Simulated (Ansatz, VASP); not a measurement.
# Two plane-wave programs on Ga4SeS

File INCAR:

```
PREC = Accurate ; ENCUT = 600
EDIFF = 1E-6 ; ISMEAR = 0
SIGMA = 0.02 ; LREAL = False
LASPH = True ; NELM = 80
ALGO = Normal ; ISIF = 3
LWAVE = False ; LCHARG = False
GGA = PE ; IBRION = 2
NSW = 100 ; EDIFFG = -0.01
```

The input KPOINTS:

```
Automatic mesh
0
Gamma
  6 6 6
```

Contents of POSCAR:

```
Ga4SeS
1.0
    0.0000000000      4.6268246704      4.6268246704
    4.6268246704      0.0000000000      4.6268246704
    4.6268246704      4.6268246704      0.0000000000
Ga Se S
4 1 1
Direct
    0.8985317054      0.3044048839      0.8985317054
    0.8985317054      0.8985317054      0.8985317054
    0.3044048839      0.8985317054      0.8985317054
    0.8985317054      0.8985317054      0.3044048839
    0.2500000000      0.2500000000      0.2500000000
    0.7500000000      0.7500000000      0.7500000000
```

Input for Ansatz:

```yaml
crystal:
  lattice:
    - [0.0, 4.6268246704, 4.6268246704]
    - [4.6268246704, 0.0, 4.6268246704]
    - [4.6268246704, 4.6268246704, 0.0]
  atoms:
    - { symbol: Ga, position: [0.8985317054, 0.3044048839, 0.8985317054] }
    - { symbol: Ga, position: [0.8985317054, 0.8985317054, 0.8985317054] }
    - { symbol: Ga, position: [0.3044048839, 0.8985317054, 0.8985317054] }
    - { symbol: Ga, position: [0.8985317054, 0.8985317054, 0.3044048839] }
    - { symbol: Se, position: [0.25, 0.25, 0.25] }
    - { symbol: S, position: [0.75, 0.75, 0.75] }
basis:
  ecutwfc: 420
kpoints:
  mp_grid: { grid: [6, 6, 6] }
hamiltonian:
  xc: pbe
scf:
  occupations: { method: gaussian, width: 0.02 }
output:
  forces: true
  stress: true
  eigenvalues: true
  write_density: true
  write_potential: true
  elf: true
  volumetric_format: npy
relax:
  adjacent_minimum: "off"
  f_tol: 0.01
  max_steps: 80
  cell: { stress_tol: 0.05 }
```

Alike in both runs: task relaxation of cell and atoms; functional PBE; k mesh 6 × 6 × 6; occupations gaussian, width 0.02 eV; no spin polarisation.

|  | VASP | Ansatz |
| --- | --- | --- |
| version | VASP 6.6.1 | Ansatz 0.2.0 |
| potentials or method | VASP PAW PBE potentials, release 64 (Ga_d, Se, S), cutoff 600 eV | scalar-relativistic, plane waves, PAW |
| valence electrons in the cell | 64 | 74 |

Ansatz gave:

```
gap on the k mesh at the Fermi level, each at its own relaxed structure (eV)  : 0.74
relaxed volume (Å³/atom)                                                      : 33.55
relaxed length of the cell vector where the two differ most in proportion (Å) : 6.579
```

**Question.** Which values does VASP return?

**Answer.** gap on the k mesh at the Fermi level, each at its own relaxed structure (eV): 0.75; relaxed volume (Å³/atom): 33.59; relaxed length of the cell vector where the two differ most in proportion (Å): 6.581.

VASP's potentials hold 64 valence electrons a cell and Ansatz's 74, so a difference there can come from the potentials and not from the codes. Ansatz's warnings: xc potential rough in thin density.
